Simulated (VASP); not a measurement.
# MgSe (Fm-3m) in VASP: further runs

The runs below take MgSe through G0W0 quasiparticle levels, with PBE.

Everything below comes from runs of VASP 6.6.1. Logs are shortened: lines on timing, memory, paths and dates and some standing lists are left out, and cuts for length are marked.

### 1 The cell of the first run

Symmetry: Fm-3m, No. 225, cubic system. Conventional cell: a = 5.473 Å, b = 5.473 Å, c = 5.473 Å, α = 90.00°, β = 90.00°, γ = 90.00°. Within 3.6 Å of Mg (site symmetry m-3m) lie 6 Se at 2.74 Å. Se (site symmetry m-3m) has 6 Mg at 2.74 Å within 3.6 Å.

### 2 G0W0 quasiparticle levels, PBE

File POSCAR:

```
MgSe
1.0
    0.0000000000      2.7362756103      2.7362756103
    2.7362756103      0.0000000000      2.7362756103
    2.7362756103      2.7362756103      0.0000000000
Mg Se
1 1
Direct
    0.0000000000      0.0000000000      0.0000000000
    0.5000000000      0.5000000000      0.5000000000
```

File INCAR.step1:

```
SYSTEM = MgSe
PREC = Accurate
ENCUT = 500
EDIFF = 1E-8
ISMEAR = 0
SIGMA = 0.01
LREAL = .False.
LASPH = .True.
NELM = 80
ALGO = Normal
LWAVE = .True.
LCHARG = .False.
GGA = PE
```

File INCAR.step2:

```
SYSTEM = MgSe
PREC = Accurate
ENCUT = 500
EDIFF = 1E-8
ISMEAR = 0
SIGMA = 0.01
LREAL = .False.
LASPH = .True.
NELM = 1
ALGO = Exact
LWAVE = .True.
LCHARG = .False.
GGA = PE
NBANDS = 64
LOPTICS = .True.
ISTART = 1
```

File INCAR.step3:

```
SYSTEM = MgSe
PREC = Accurate
ENCUT = 500
EDIFF = 1E-8
ISMEAR = 0
SIGMA = 0.01
LREAL = .False.
LASPH = .True.
ALGO = EVGW0
LWAVE = .False.
LCHARG = .False.
GGA = PE
NELMGW = 1
NBANDS = 64
ENCUTGW = 80.0
NOMEGA = 48
PRECFOCK = Fast
ISTART = 1
NBANDSGW = 12
```

File KPOINTS:

```
regular mesh
0
Gamma
  4 4 4
  0 0 0
```

Potentials or basis: VASP PAW PBE potentials, release 64 (Mg_GW, Se_GW).

Run with:

```console
> cat potpaw_PBE.64/Mg_GW/POTCAR potpaw_PBE.64/Se_GW/POTCAR > POTCAR
> cp INCAR.step1 INCAR
> mpirun -np 1 vasp_std > vasp.out
> cp INCAR.step2 INCAR
> mpirun -np 1 vasp_std > vasp.out
> cp INCAR.step3 INCAR
> mpirun -np 1 vasp_std > vasp.out
```

OUTCAR:

```text
SYSTEM = MgSe
   PREC = Accurate
   ENCUT = 500
   EDIFF = 1E-8
   ISMEAR = 0
   LREAL = .False.
   LASPH = .True.
   GGA = PE
   NELMGW = 1
   ENCUTGW = 80.0
   PRECFOCK = Fast
   ISTART = 1

 ion  position               nearest neighbor table
   1  0.000  0.000  0.000-
   2  0.500  0.500  0.500-

  LATTYP: Found a face centered cubic cell.
 ALAT       =     5.4725512206

  Lattice vectors:

 A1 = (   0.0000000000,   2.7362756103,   2.7362756103)
 A2 = (   2.7362756103,   0.0000000000,   2.7362756103)
 A3 = (   2.7362756103,   2.7362756103,   0.0000000000)

Analysis of symmetry for initial positions (statically):
=====================================================================
 Subroutine PRICEL returns:
 Original cell was already a primitive cell.

 Routine SETGRP: Setting up the symmetry group for a
 face centered cubic supercell.

 Subroutine GETGRP returns: Found 48 space group operations
 (whereof 48 operations were pure point group operations)
 out of a pool of 48 trial point group operations.

The static configuration has the point symmetry O_h .

Analysis of symmetry for dynamics (positions and initial velocities):
=====================================================================
 Subroutine PRICEL returns:
 Original cell was already a primitive cell.

 Routine SETGRP: Setting up the symmetry group for a
 face centered cubic supercell.

 Subroutine GETGRP returns: Found 48 space group operations
 (whereof 48 operations were pure point group operations)
 out of a pool of 48 trial point group operations.

The dynamic configuration has the point symmetry O_h .

 Subroutine INISYM returns: Found 48 space group operations
 (whereof 48 operations are pure point group operations),
 and found     1 'primitive' translations

----------------------------------------------------------------------------------------

                                     Primitive cell

  volume of cell :      40.9741

  direct lattice vectors                    reciprocal lattice vectors
     0.000000000  2.736275610  2.736275610    -0.182730131  0.182730131  0.182730131
     2.736275610  0.000000000  2.736275610     0.182730131 -0.182730131  0.182730131
     2.736275610  2.736275610  0.000000000     0.182730131  0.182730131 -0.182730131

  length of vectors
     3.869678078  3.869678078  3.869678078     0.316497871  0.316497871  0.316497871

  position of ions in fractional coordinates (direct lattice)
     0.000000000  0.000000000  0.000000000
     0.500000000  0.500000000  0.500000000

  ion indices of the primitive-cell ions
   primitive index   ion index
                 1           1
                 2           2

----------------------------------------------------------------------------------------

 KPOINTS: regular mesh

Automatic generation of k-mesh.
 Grid dimensions read from file:
 generate k-points for:    4    4    4

 Generating k-lattice:

  Cartesian coordinates                     Fractional coordinates (reciprocal lattice)
    -0.045682533  0.045682533  0.045682533     0.250000000  0.000000000  0.000000000
     0.045682533 -0.045682533  0.045682533     0.000000000  0.250000000  0.000000000
     0.045682533  0.045682533 -0.045682533     0.000000000  0.000000000  0.250000000

  Length of vectors
     0.079124468  0.079124468  0.079124468

  Shift w.r.t. Gamma in fractional coordinates (k-lattice)
     0.000000000  0.000000000  0.000000000

 Subroutine IBZKPT returns following result:
 ===========================================

 Found      8 irreducible k-points:

 Following reciprocal coordinates:
            Coordinates               Weight
  0.000000  0.000000  0.000000      1.000000
  0.250000  0.000000  0.000000      8.000000
  0.500000  0.000000  0.000000      4.000000
  0.250000  0.250000  0.000000      6.000000
  0.500000  0.250000  0.000000     24.000000
 -0.250000  0.250000  0.000000     12.000000
  0.500000  0.500000  0.000000      3.000000
 -0.250000  0.500000  0.250000      6.000000
   k-points           NKPTS =      8   k-points in BZ     NKDIM =     64   number of bands    NBANDS=     64
   number of dos      NEDOS =    301   number of ions     NIONS =      2
   total plane-waves  NPLWV =  21952
   dimension x,y,z NGX =    28 NGY =   28 NGZ =   28
   dimension x,y,z NGXF=    56 NGYF=   56 NGZF=   56
   ions per type =               1   1
   NGX,Y,Z   is equivalent  to a cutoff of  12.03, 12.03, 12.03 a.u.
   NGXF,Y,Z  is equivalent  to a cutoff of  24.06, 24.06, 24.06 a.u.
 SYSTEM =  MgSe
   PREC   = accura    normal or accurate (medium, high low for compatibility)
   ISTART =      1    job   : 0-new  1-cont  2-samecut
   ICHARG =      0    charge: 1-file 2-atom 10-const
   ISPIN  =      1    spin polarized calculation?
   LNONCOLLINEAR =      F non collinear calculations
   LSORBIT =      F    spin-orbit coupling
   LASPH  =      T    aspherical Exc in radial PAW
   ENCUT  =  500.0 eV  36.75 Ry    6.06 a.u.   7.06  7.06  7.06*2*pi/ulx,y,z
   NELM   =     60;   NELMIN=  2; NELMDL=  0     # of ELM steps
   EDIFF  = 0.1E-07   stopping-criterion for ELM
   LREAL  =      F    real-space projection
   EDIFFG = 0.1E-06   stopping-criterion for IOM
   NSW    =      0    number of steps for IOM
   IBRION =     -1    ionic relax: 0-MD 1-quasi-New 2-CG
   NFREE  =      0    steps in history (QN), initial steepest desc. (CG)
   ISIF   =      0    stress and relaxation
   ISYM   =      3    0-nonsym 1-usesym 2-fastsym
   POTIM  = 0.5000    time-step for ionic-motion
   TEBEG  =    0.0;   TEEND  =   0.0 temperature during run
   PSTRESS=    0.0 pullay stress
   NELECT =       8.0000    total number of electrons
   NUPDOWN=      -1.0000    fix difference up-down
   EMIN   =  10.00;   EMAX   =-10.00  energy-range for DOS
   EFERMI =   0.00;   METHOD = LEGACY
   ISMEAR =     0;   SIGMA  =   0.01  broadening in eV -4-tet -1-fermi 0-gaus
   EFERMI_NEDOS =   21; number of points for ismear=-14 and -15
   IALGO  =     38    algorithm
   IMIX   =      4    mixing-type and parameters
     AMIX     =   0.40;   BMIX     =  1.00
     AMIX_MAG =   1.60;   BMIX_MAG =  1.00
  volume/ion in A,a.u.               =      20.49       138.25
  Fermi-wavevector in a.u.,A,eV,Ry     =   0.949733  1.794736 12.272364  0.901993
  Thomas-Fermi vector in A             =   2.078044
   LORBIT       =      0    0 simple, 1 ext, 2 COOP (PROOUT), +10 PAW based schemes
   GGA     = PE    functional components
   LHFCALC =     T    Hartree Fock is set to
   PRECFOCK=fast      Normal, Fast or Accurate (Low or Medium for compatibility)
   ENCUT4O =  -1.0   cutoff for four orbital integrals eV
   NKREDX  =     1    reduce k-point grid by
   NKREDY  =     1    reduce k-point grid by
   NKREDZ  =     1    reduce k-point grid by
   AEXX    =    1.0000 exact exchange contribution
   HFSCREEN=    0.0000 screening length (either q_TF or 0.3 A-1)
   HFSCREENC=   0.0000 screening length for correlation (either q_TF or 0.3 A-1)
   ENCUTFOCK=  -1.0 apply spherical cutoff to Coloumb kernel
   IVDW    =     0    specifies the selected vdW correction
   LEPSILON=     F    determine dielectric tensor
   LRPA    =     F    only Hartree local field effects (RPA)
   LRPAFORCE           =     F    calculate RPA forces
   ENCUTGW             =  80.0    cutoff for response function in eV
   ENCUTGWSOFT         =  64.0    soft cutoff for Coulomb kernel in GW response function in eV
   ENCUTLF             =  -1.0    cutoff for local field effects
   NELMGW              =     1    number of iterations in solving QP/BSE equation
   NELMHF              =     1    number of iterations in the inner HF iteration
   NKREDLFX            =     1    NKREDLFY  =   1   NKREDLFZ  =   1
 non-spin polarized calculation
 Gauss-broadening in eV      SIGMA  =   0.01
  energy-cutoff  :      500.00
  volume of cell :       40.97
 maximum number of plane-waves:      1056
  NGX = 16; NGY = 16; NGZ = 16
   NGX = 15   NGY = 15   NGZ = 15
 maximum number of plane-waves:        70
 NGX is ok and might be reduce to    14

 QP shifts <psi_nk| G(iteration)W_0 |psi_nk>: iteration 1
 for sc-GW calculations column KS-energies equals QP-energies in previous step
 and V_xc(KS)=  KS-energies - (<T + V_ion + V_H > + <T+V_H+V_ion>^1  + <V_x>^1)

 k-point   1 :       0.0000    0.0000    0.0000
  band No.  KS-energies  QP-energies   sigma(KS)   V_xc(KS)     V^pw_x(r,r')   Z            occupation Imag(sigma)

      1      -9.7157     -10.3086     -12.8803     -12.0301     -19.6848       0.6974       2.0000       1.3745
      2       3.1627       2.5992     -12.8607     -12.1323     -14.7845       0.7736       2.0000       0.0798
      3       3.1627       2.5992     -12.8607     -12.1323     -14.7845       0.7736       2.0000       0.0798
      4       3.1627       2.5992     -12.8607     -12.1323     -14.7845       0.7736       2.0000       0.0798
      5       5.6510       6.3231      -8.6123      -9.4640      -5.0484       0.7892       0.0000      -0.0808
      6      10.5554      10.9371      -8.0414      -8.5325      -3.7799       0.7772       0.0000      -0.1252
      7      10.5554      10.9371      -8.0414      -8.5325      -3.7799       0.7772       0.0000      -0.1252
      8      10.5554      10.9371      -8.0414      -8.5325      -3.7799       0.7772       0.0000      -0.1252
      9      13.0880      13.6322      -8.6655      -9.3833      -4.0219       0.7582       0.0000      -0.2093
     10      13.0880      13.6322      -8.6655      -9.3833      -4.0219       0.7582       0.0000      -0.2093
     11      14.1087      14.1355      -7.0782      -7.1137      -1.8206       0.7538       0.0000      -0.3021
     12      14.2638      14.7382      -7.6509      -8.2936      -2.1527       0.7383       0.0000      -0.3862

 k-point   2 :       0.2500    0.0000    0.0000
  band No.  KS-energies  QP-energies   sigma(KS)   V_xc(KS)     V^pw_x(r,r')   Z            occupation Imag(sigma)

      1      -9.2350      -9.7551     -13.0313     -12.2903     -19.7385       0.7020       2.0000       1.3124
      2       0.1664      -0.5380     -11.5540     -10.6060     -14.0343       0.7430       2.0000       0.1306
      3       2.8498       2.2554     -12.7311     -11.9608     -14.6994       0.7716       2.0000       0.0828
      4       2.8498       2.2554     -12.7311     -11.9608     -14.6994       0.7716       2.0000       0.0828
      5       7.2196       7.7372      -8.4139      -9.0748      -4.6302       0.7832       0.0000      -0.0919
      6      10.1852      10.6520      -8.0859      -8.6931      -3.7778       0.7687       0.0000      -0.1371
      7      10.1852      10.6520      -8.0859      -8.6931      -3.7778       0.7687       0.0000      -0.1371
      8      10.8517      11.4428      -9.0906      -9.8691      -4.6832       0.7593       0.0000      -0.1600
      9      12.6946      13.1175      -8.2166      -8.7732      -3.4631       0.7597       0.0000      -0.2165
     10      12.6946      13.1175      -8.2166      -8.7732      -3.4631       0.7597       0.0000      -0.2165
     11      13.0678      13.3968      -7.3643      -7.8063      -2.0479       0.7443       0.0000      -0.3217
     12      18.5888      18.7479      -7.6006      -7.8091      -1.9403       0.7630       0.0000      -0.6538
[... 68 lines left out ...]
      1      -8.2996      -8.6467     -13.4667     -12.9672     -19.9775       0.6949       2.0000       1.1122
      2      -1.0528      -1.9094     -11.2962     -10.1141     -14.2992       0.7247       2.0000       0.1855
      3       1.3977       0.6633     -12.1437     -11.1738     -14.4314       0.7571       2.0000       0.1013
      4       1.3977       0.6633     -12.1437     -11.1738     -14.4314       0.7571       2.0000       0.1013
      5       4.9094       5.3852      -7.7986      -8.4012      -4.4474       0.7897       0.0000      -0.0755
      6       7.1351       7.3664      -7.6784      -7.9700      -3.9232       0.7931       0.0000      -0.0914
      7      14.7834      15.3870      -9.6900     -10.5141      -4.2582       0.7324       0.0000      -0.4007
      8      15.1903      15.7537      -8.7617      -9.5233      -3.1299       0.7398       0.0000      -0.5008
      9      15.1903      15.7537      -8.7617      -9.5233      -3.1299       0.7398       0.0000      -0.5008
     10      15.7209      16.3227      -9.0835      -9.8832      -3.9149       0.7525       0.0000      -0.4001
     11      18.9824      19.4531      -9.0254      -9.6511      -3.4105       0.7522       0.0000      -0.6198
     12      18.9824      19.4531      -9.0254      -9.6511      -3.4105       0.7522       0.0000      -0.6198

 k-point   8 :      -0.2500    0.5000    0.2500
  band No.  KS-energies  QP-energies   sigma(KS)   V_xc(KS)     V^pw_x(r,r')   Z            occupation Imag(sigma)

      1      -8.2656      -8.6168     -13.5035     -13.0046     -20.0065       0.7039       2.0000       1.1119
      2      -0.1161      -0.9334     -11.4792     -10.3731     -14.1204       0.7389       2.0000       0.1411
      3      -0.1161      -0.9334     -11.4792     -10.3731     -14.1204       0.7389       2.0000       0.1411
      4       0.6292      -0.0602     -11.3501     -10.4326     -13.5886       0.7514       2.0000       0.1121
      5       7.6320       8.2186      -9.0511      -9.8077      -5.4194       0.7753       0.0000      -0.0956
      6      10.0618      10.5829      -8.0161      -8.6981      -3.5356       0.7641       0.0000      -0.1509
      7      10.7011      11.1114      -8.6080      -9.1419      -4.2795       0.7684       0.0000      -0.1406
      8      10.7011      11.1114      -8.6080      -9.1419      -4.2795       0.7684       0.0000      -0.1406
      9      16.1297      16.6592      -8.5978      -9.3091      -2.8702       0.7444       0.0000      -0.5697
     10      16.1297      16.6592      -8.5978      -9.3091      -2.8702       0.7444       0.0000      -0.5697
     11      17.8111      18.4714      -8.8364      -9.7029      -3.2807       0.7621       0.0000      -0.6104
     12      19.4193      19.9564      -9.6131     -10.3265      -3.9710       0.7528       0.0000      -0.6517
```

Run time: 36 s. Hardware: 1 thread of Intel Xeon 6975P-C (Granite Rapids), shared host; peak memory 0.38 GiB.

What came out:

- Band gap on the k mesh, mean-field level: 1.75 eV, indirect (least direct gap 2.49 eV)
- Quasiparticle gap: 2.79 eV
- Least direct quasiparticle gap: 3.72 eV

Caveat: the k points lie up to 0.50 Å⁻¹ apart; bands, screening cutoff and mesh are small and nothing is extrapolated, so the quasiparticle values aren't converged.

### 3 G0W0 quasiparticle levels, PBE

POSCAR is that of step 2.

File INCAR.step1:

```
PREC = Accurate ; ENCUT = 500
EDIFF = 1E-8 ; ISMEAR = 0
SIGMA = 0.01 ; LREAL = F
LASPH = T ; NELM = 60
ALGO = Normal ; LWAVE = T
LCHARG = F ; GGA = PE
```

File INCAR.step2:

```
PREC = Accurate ; ENCUT = 500
EDIFF = 1E-8 ; ISMEAR = 0
SIGMA = 0.01 ; LREAL = F
LASPH = T ; NELM = 1
ALGO = Exact ; LWAVE = T
LCHARG = F ; GGA = PE
NBANDS = 34 ; LOPTICS = T
ISTART = 1
```

File INCAR.step3:

```
PREC = Accurate ; ENCUT = 500
EDIFF = 1E-8 ; ISMEAR = 0
SIGMA = 0.01 ; LREAL = F
LASPH = T ; ALGO = EVGW0
LWAVE = F ; LCHARG = F
GGA = PE ; NELMGW = 1
NBANDS = 34 ; ENCUTGW = 60.0
NOMEGA = 48 ; PRECFOCK = Fast
ISTART = 1 ; NBANDSGW = 12
```

File KPOINTS:

```
Automatic mesh
0
Gamma
  4 4 4
```

Potentials or basis: VASP PAW PBE potentials, release 64 (Mg_GW, Se_GW).

Run with:

```console
> cat potpaw_PBE.64/Mg_GW/POTCAR potpaw_PBE.64/Se_GW/POTCAR > POTCAR
> cp INCAR.step1 INCAR
> mpirun -np 1 vasp_std > vasp.out
> cp INCAR.step2 INCAR
> mpirun -np 1 vasp_std > vasp.out
> cp INCAR.step3 INCAR
> mpirun -np 1 vasp_std > vasp.out
```

OUTCAR:

```text
PREC = Accurate
   ENCUT = 500
   EDIFF = 1E-8
   ISMEAR = 0
   LREAL = F
   LASPH = T
   GGA = PE
   NELMGW = 1
   ENCUTGW = 60.0
   PRECFOCK = Fast
   ISTART = 1

 ion  position               nearest neighbor table
   1  0.000  0.000  0.000-
   2  0.500  0.500  0.500-

[... 180 lines left out ...]

      1      -9.7157     -10.1217     -12.6111     -12.0301     -19.6848       0.6988       2.0000       1.3959
      2       3.1627       2.8596     -12.5219     -12.1323     -14.7845       0.7781       2.0000       0.0834
      3       3.1627       2.8596     -12.5219     -12.1323     -14.7845       0.7781       2.0000       0.0834
      4       3.1627       2.8596     -12.5219     -12.1323     -14.7845       0.7781       2.0000       0.0834
      5       5.6510       6.4673      -8.4318      -9.4640      -5.0484       0.7909       0.0000      -0.0792
      6      10.5554      11.1387      -7.7846      -8.5325      -3.7799       0.7799       0.0000      -0.1233
      7      10.5554      11.1387      -7.7846      -8.5325      -3.7799       0.7799       0.0000      -0.1233
      8      10.5554      11.1387      -7.7846      -8.5325      -3.7799       0.7799       0.0000      -0.1233
      9      13.0880      13.9034      -8.3144      -9.3833      -4.0219       0.7628       0.0000      -0.2089
     10      13.0880      13.9034      -8.3144      -9.3833      -4.0219       0.7628       0.0000      -0.2089
     11      14.1087      14.2907      -6.8724      -7.1137      -1.8206       0.7542       0.0000      -0.3058
     12      14.2638      14.9117      -7.4174      -8.2936      -2.1527       0.7394       0.0000      -0.3931
[... 100 lines left out ...]
      1      -8.2656      -8.3987     -13.1933     -13.0046     -20.0065       0.7058       2.0000       1.1268
      2      -0.1161      -0.7584     -11.2399     -10.3731     -14.1204       0.7411       2.0000       0.1458
      3      -0.1161      -0.7584     -11.2399     -10.3731     -14.1204       0.7411       2.0000       0.1458
      4       0.6292       0.1219     -11.1055     -10.4326     -13.5886       0.7540       2.0000       0.1157
      5       7.6320       8.4163      -8.7974      -9.8077      -5.4194       0.7764       0.0000      -0.0966
      6      10.0618      10.7577      -7.7891      -8.6981      -3.5356       0.7655       0.0000      -0.1524
      7      10.7011      11.3263      -8.3323      -9.1419      -4.2795       0.7722       0.0000      -0.1418
      8      10.7011      11.3263      -8.3323      -9.1419      -4.2795       0.7722       0.0000      -0.1418
      9      16.1297      16.8931      -8.2869      -9.3091      -2.8702       0.7469       0.0000      -0.5836
     10      16.1297      16.8931      -8.2869      -9.3091      -2.8702       0.7469       0.0000      -0.5836
     11      17.8111      18.7921      -8.4233      -9.7029      -3.2807       0.7666       0.0000      -0.6169
     12      19.4193      20.3621      -9.0868     -10.3265      -3.9710       0.7605       0.0000      -0.6532
```

It took 70 s on 1 thread of Intel Xeon 8259CL, shared host; peak memory 0.37 GiB.

Results:

| Property | Result |
| --- | --- |
| Band gap on the k mesh, mean-field level | 1.75 eV, indirect (least direct gap 2.49 eV) |
| Quasiparticle gap | 2.66 eV |
| Least direct quasiparticle gap | 3.61 eV |

Caveat: the k points lie up to 0.50 Å⁻¹ apart; bands, screening cutoff and mesh are small and nothing is extrapolated, so the quasiparticle values aren't converged.
